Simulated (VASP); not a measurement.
Write the native input for VASP 6.6.1 that does the following.

```
Task                   : relaxation of volume and atoms at fixed shape
Functional             : LDA
Potentials or basis    : VASP PAW LDA potentials, release 64 (Al)
Cutoff                 : 600 eV
k mesh                 : 9 × 9 × 9
Occupations            : methfessel-paxton, width 0.05 eV
Spin                   : no spin polarisation
Dipole correction      : no
Further INCAR settings : ALGO = Normal; EDIFF = 1e-06; IBRION = 2; EDIFFG = -0.01; NSW = 80; ISIF = 8
```

The structure of Al lies in POSCAR:

```
Al
1.0
    2.8635070000      0.0000000000      0.0000000000
    1.4317535000      2.4798698059      0.0000000000
    1.4317535000      0.8266232686      2.3380436750
Al
1
Direct
    0.0000000000      0.0000000000      0.0000000000
```

These files were run (other wordings do the same):

INCAR

```
SYSTEM = Al
PREC = Accurate
ENCUT = 600
EDIFF = 1E-6
ISMEAR = 1
SIGMA = 0.05
LREAL = .FALSE.
LASPH = .TRUE.
NELM = 60
ALGO = Normal
ISIF = 8
LWAVE = .FALSE.
LCHARG = .FALSE.
GGA = CA
IBRION = 2
NSW = 80
EDIFFG = -0.01
```

KPOINTS

```
Automatic mesh
0
G
  9 9 9
  0 0 0
```

Potentials or basis: VASP PAW LDA potentials, release 64 (Al).

Launch:

```console
$ cat potpaw_LDA.64/Al/POTCAR > POTCAR
$ mpirun -np 1 vasp_std > vasp.out
```

Results of the run:

```
Relaxed volume                         : 15.90 Å³/atom
Relaxed cell                           : a = 2.823 Å, b = 2.823 Å, c = 2.823 Å, α = 60.00°, β = 60.00°, γ = 60.00°
Space group after relaxing (to 0.05 Å) : Fm-3m (No. 225)
Energy gained by relaxing              : 7.7 meV/atom
Ionic steps                            : 3
Pressure after relaxing                : 0.0 GPa
```

Run time: 6.9 s on 1 thread of Intel Xeon 6975P-C, with other jobs on the host, peak memory 0.12 GiB.
